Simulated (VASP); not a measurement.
A run of VASP 6.6.1 is set up as follows.

Contents of INCAR:

```
SYSTEM = YbPdO2
PREC = Accurate
ENCUT = 600
EDIFF = 1E-7
ISMEAR = 0
SIGMA = 0.05
LREAL = .FALSE.
LASPH = .TRUE.
NELM = 200
ALGO = Normal
ISIF = 4
LWAVE = .FALSE.
LCHARG = .FALSE.
ISPIN = 2
MAGMOM = 0.02 -1.03 -0.02 -0.02
LORBIT = 11
LMAXMIX = 6
LDAU = .TRUE.
LDAUTYPE = 2
LDAUL = -1 3 -1
LDAUU = 0 6 0
LDAUJ = 0 0 0
LDAUPRINT = 1
GGA = PE
IBRION = 2
NSW = 60
EDIFFG = -0.01
GGA_COMPAT = .FALSE.
NELMIN = 4
KPAR = 4
```

Contents of KPOINTS:

```
Automatic mesh
0
G
  10 10 10
  0 0 0
```

Contents of POSCAR:

```
YbPdO2
1.0
    1.7089185158      0.9866445651      6.1170277836
   -1.7089185158      0.9866445651      6.1170277836
    0.0000000000     -1.9732891302      6.1170277836
Pd Yb O
1 1 2
Direct
    0.0000000000      0.0000000000      0.0000000000
    0.5000000000      0.5000000000      0.5000000000
    0.1097376754      0.1097376754      0.1097376754
    0.8902623246      0.8902623246      0.8902623246
```

Potentials or basis: VASP PAW PBE potentials, release 64 (Pd, Yb, O).

The run is started by

```console
$ cat potpaw_PBE.64/Pd/POTCAR potpaw_PBE.64/Yb/POTCAR potpaw_PBE.64/O/POTCAR > POTCAR
$ mpirun -np 4 vasp_std > vasp.out
```

(1) Estimate the site moments.

(2) Predict the net moment.

## Answers

(1) Pd -0.03; Yb +0.95; O +0.01 μB.

(2) 0.94 μB per cell.
